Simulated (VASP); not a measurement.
Here is a VASP 6.6.1 calculation.

INCAR

```
ALGO = Normal ; EDIFF = 1E-8
ENCUT = 520 ; GGA = PE
ISIF = 2 ; ISMEAR = -1
LASPH = True ; LCHARG = False
LEFG = True ; LREAL = False
LWAVE = False ; NBANDS = 10
NELM = 60 ; PREC = Accurate
SIGMA = 0.05
```

Contents of KPOINTS:

```
k-points
0
Gamma
  15 15 15
```

Contents of POSCAR:

```
Ir
1.0
    0.0000000000      1.8808448178      1.8808448178
    1.8808448178      0.0000000000      1.8808448178
    1.8808448178      1.8808448178      0.0000000000
Ir
1
Direct
    0.0000000000      0.0000000000      0.0000000000
```

Potentials or basis: VASP PAW PBE potentials, release 64 (Ir).

Launch:

```console
$ cat potpaw_PBE.64/Ir/POTCAR > POTCAR
$ mpirun -np 1 vasp_std > vasp.out
```

(1) Estimate the pressure.

Answers

(1) 37.9 GPa.

Caveat: without QUAD_EFG the Cq values of the log hold for a quadrupole moment of 1 mb, not for the nuclei.
